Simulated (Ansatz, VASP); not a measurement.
## One calculation of Hg3Pt, two programs

Contents of INCAR:

```
PREC = Accurate ; ENCUT = 500
EDIFF = 1E-6 ; ISMEAR = -1
SIGMA = 0.15 ; LREAL = False
LASPH = True ; NELM = 120
ALGO = Normal ; ISIF = 2
LWAVE = False ; LCHARG = True
GGA = B5 ; ALDAX = 1.0
AGGAX = 1.0 ; AGGAC = 1.0
ALDAC = 0.0 ; LELF = True
LVHAR = True ; NBANDS = 31
GGA_COMPAT = False
```

File KPOINTS:

```
Automatic mesh
0
Gamma
  5 5 5
```

Contents of POSCAR:

```
Hg3Pt
1.0
    4.3442210000      0.0000000000      0.0000000000
    0.0000000000      4.3442210000      0.0000000000
    0.0000000000      0.0000000000      4.3442210000
Hg Pt
3 1
Direct
    0.0000000000      0.5000000000      0.5000000000
    0.5000000000      0.0000000000      0.5000000000
    0.5000000000      0.5000000000      0.0000000000
    0.0000000000      0.0000000000      0.0000000000
```

Input for Ansatz:

```yaml
crystal:
  lattice:
    - [4.344221, 0.0, 0.0]
    - [0.0, 4.344221, 0.0]
    - [0.0, 0.0, 4.344221]
  atoms:
    - { symbol: Hg, position: [0.0, 0.5, 0.5] }
    - { symbol: Hg, position: [0.5, 0.0, 0.5] }
    - { symbol: Hg, position: [0.5, 0.5, 0.0] }
    - { symbol: Pt, position: [0.0, 0.0, 0.0] }
kpoints:
  mp_grid:
    grid: [5, 5, 5]
hamiltonian:
  xc: blyp
  pseudopotentials:
    kind: paw
scf:
  occupations:
    method: fermi_dirac
    width: 0.15
output:
  stress: true
```

Alike in both runs: task single point; functional BLYP; k mesh 5 × 5 × 5; occupations fermi-dirac, width 0.15 eV; no spin polarisation.

```csv
,VASP,Ansatz
version,VASP 6.6.1,Ansatz 0.2.0
potentials or method,"VASP PAW PBE potentials, release 64 (Hg, Pt)","plane waves, PAW"
plane-wave cutoff (eV),500,420
valence electrons in the cell,46,78
```

Ansatz gave:

* pressure (GPa): 7.4

Q: Which values does VASP return?

A: Pressure (GPa): 8.4.

VASP's potentials were made for PBE, not for BLYP. The functional is the same, so the differences come from potentials, cutoffs and numerics. VASP's potentials hold 46 valence electrons a cell and Ansatz's 78, so a difference there can come from the potentials and not from the codes.

Neither program's run includes spin-orbit coupling.
